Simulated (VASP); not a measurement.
NiO, 2 atoms in the cell. It takes space group Fm-3m (No. 225, cubic). Conventional cell: a = 4.172 Å, b = 4.172 Å, c = 4.172 Å, α = 90.00°, β = 90.00°, γ = 90.00°. Within 2.8 Å of Ni (site symmetry m-3m) lie 6 O at 2.09 Å. O (site symmetry m-3m) has 6 Ni at 2.09 Å within 2.8 Å. 

```yaml
Program: VASP 6.6.1
Task: relaxation of cell and atoms
Functional: PBE
Potentials_or_basis: VASP PAW PBE potentials, release 64 (Ni, O)
Cutoff: 600 eV
k_mesh: 11 × 11 × 11
Occupations: fermi-dirac, width 0.05 eV
Spin: collinear spin, ferromagnetic start
Starting_moments: "[1.0, 0.0] μB"
Target_pressure: 30 GPa
Dipole_correction: no
Further_INCAR_settings: ALGO = Normal; EDIFF = 1e-07; IBRION = 2; EDIFFG = -0.01; NSW = 60; ISIF = 3
```

Potentials or basis: VASP PAW PBE potentials, release 64 (Ni, O).

Run with:

```sh
$ cat potpaw_PBE.64/Ni/POTCAR potpaw_PBE.64/O/POTCAR > POTCAR
$ mpirun -np 1 vasp_std > vasp.out
```

Hardware: 1 thread of AMD EPYC 7R43 64-Core Processor (Zen 3), with other jobs on the host.

Problem. Estimate the wall time of this run.

Solution. Run time: 2.4 min on 1 thread of AMD EPYC 7R43 64-Core Processor (Zen 3), on a shared host, peak memory 0.14 GiB. Counts: scf iterations 72, k points 56, ion steps 7.
